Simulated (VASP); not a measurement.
Input of a VASP 6.6.1 run:

The input INCAR:

```
SYSTEM = BaZrO3
ALGO = Normal
EDIFF = 1E-6
ENCUT = 1340
GGA = PE
GGA_COMPAT = .False.
ISIF = 2
ISMEAR = 0
LASPH = .True.
LCHARG = .True.
LELF = .True.
LREAL = .False.
LVHAR = .True.
LWAVE = .False.
NBANDS = 28
NELM = 120
PREC = Accurate
SIGMA = 0.05
```

Contents of KPOINTS:

```
k-points
0
Gamma
  6 6 6
  0 0 0
```

The input POSCAR:

```
BaZrO3
1.0
    4.1815000000      0.0000000000      0.0000000000
    0.0000000000      4.1815000000      0.0000000000
    0.0000000000      0.0000000000      4.1815000000
Ba Zr O
1 1 3
Direct
    0.5000000000      0.4556103001      0.4556103001
    0.0000000000      0.0000000000      0.0000000000
    0.5000000000      0.0000000000      0.0000000000
    0.0000000000      0.5000000000      0.0000000000
    0.0000000000      0.0000000000      0.5000000000
```

Potentials or basis: VASP PAW PBE potentials, release 64 (Ba_sv, Zr_sv, O_h).

Run with:

```console
$ cat potpaw_PBE.64/Ba_sv/POTCAR potpaw_PBE.64/Zr_sv/POTCAR potpaw_PBE.64/O_h/POTCAR > POTCAR
$ mpirun -np 1 vasp_std > vasp.out
```

Q: What does it give for the band gap on the k mesh?

A: 3.15 eV (least direct gap 3.36 eV).

Q: Predict the pressure.

A: 7.6 GPa.

Q: What does it give for the largest force?

A: 1.229 eV/Å.

Stress tensor (GPa, compression positive):
```
7.76 0.00 0.00
0.00 7.48 1.45
0.00 1.45 7.48
```

Caveat: the cell differs from its parent crystal (all Ba atoms moved +0.263 Å, as atom 1 towards its neighbour atom 3 (O) at 2.957 Å); the cell stands under pressure; spin-orbit coupling is left out, which moves the levels of the heavy elements; forces of over 1 eV/Å act on the atoms, so gaps and moduli don't describe the material at rest. A k mesh can miss the band edges.
